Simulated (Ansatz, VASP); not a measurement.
## Pd: VASP beside Ansatz

```
Pd
1.0
     0.00000    1.84047    1.84047
     1.84047    0.00000    1.84047
     1.84047    1.84047    0.00000
Pd
1
Direct
  0.00000 0.00000 0.00000
```

Change from the starting cell: volume scaled by 0.88, LAPW.

Alike in both runs: task single point; functional LDA; k mesh 19 × 19 × 19; occupations fermi-dirac, width 0.08 eV; no spin polarisation.

```csv
,VASP,Ansatz
version,VASP 6.6.1,Ansatz 0.2.0
potentials or method,"VASP PAW LDA potentials, release 64 (Pd), cutoff 500 eV","all-electron LAPW, scalar-relativistic"
```

|  | VASP | Ansatz | Ansatz less VASP |
| --- | --- | --- | --- |
| pressure (GPa) | 41.1 | 40.6 | -0.46 |

LDA's correlation is that of Perdew and Zunger in VASP and of Perdew and Wang (1992) in Ansatz. Both programs put the cell under a high pressure, so it lies far from rest at this level. Ansatz ran all-electron here, and VASP with PAW potentials.
